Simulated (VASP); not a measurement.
Write the native input for VASP 6.6.1 that does the following.

```
Task                   : single point
Functional             : LDA
Potentials or basis    : VASP PAW LDA potentials, release 64 (Ca_sv, F)
Cutoff                 : 600 eV
k mesh                 : 10 × 10 × 10
Occupations            : fermi-dirac, width 0.03 eV
Spin                   : no spin polarisation
Dipole correction      : no
Further INCAR settings : ALGO = Normal; EDIFF = 1e-06; NBANDS = 19
```

The structure of CaF2 lies in POSCAR:

```
CaF2
1.0
    0.0000000000      2.7221153164      2.7221153164
    2.7221153164      0.0000000000      2.7221153164
    2.7221153164      2.7221153164      0.0000000000
Ca F
1 2
Direct
    0.0000000000      0.0000000000      0.0000000000
    0.2500000000      0.2500000000      0.2500000000
    0.7500000000      0.7500000000      0.7500000000
```

These files were run (other wordings do the same):

INCAR

```
PREC = Accurate
ENCUT = 600
EDIFF = 1E-6
ISMEAR = -1
SIGMA = 0.03
LREAL = F
LASPH = T
NELM = 120
ALGO = Normal
ISIF = 2
LWAVE = F
LCHARG = F
NBANDS = 19
GGA_COMPAT = F
```

KPOINTS

```
Automatic mesh
0
Gamma
  10 10 10
```

Potentials or basis: VASP PAW LDA potentials, release 64 (Ca_sv, F).

Command:

```bash
$ cat potpaw_LDA.64/Ca_sv/POTCAR potpaw_LDA.64/F/POTCAR > POTCAR
$ mpirun -np 1 vasp_std > vasp.out
```

Results of the run:

```json
{
 "Pressure": "-5.4 GPa",
 "Band gap on the k mesh": "6.96 eV (least direct gap 7.22 eV)"
}
```

Caveat: the cell stands under tension.

Run time: 18 s on 1 thread of Intel(R) Xeon(R) Platinum 8559C (Emerald Rapids), on a shared host, peak memory 0.17 GiB.
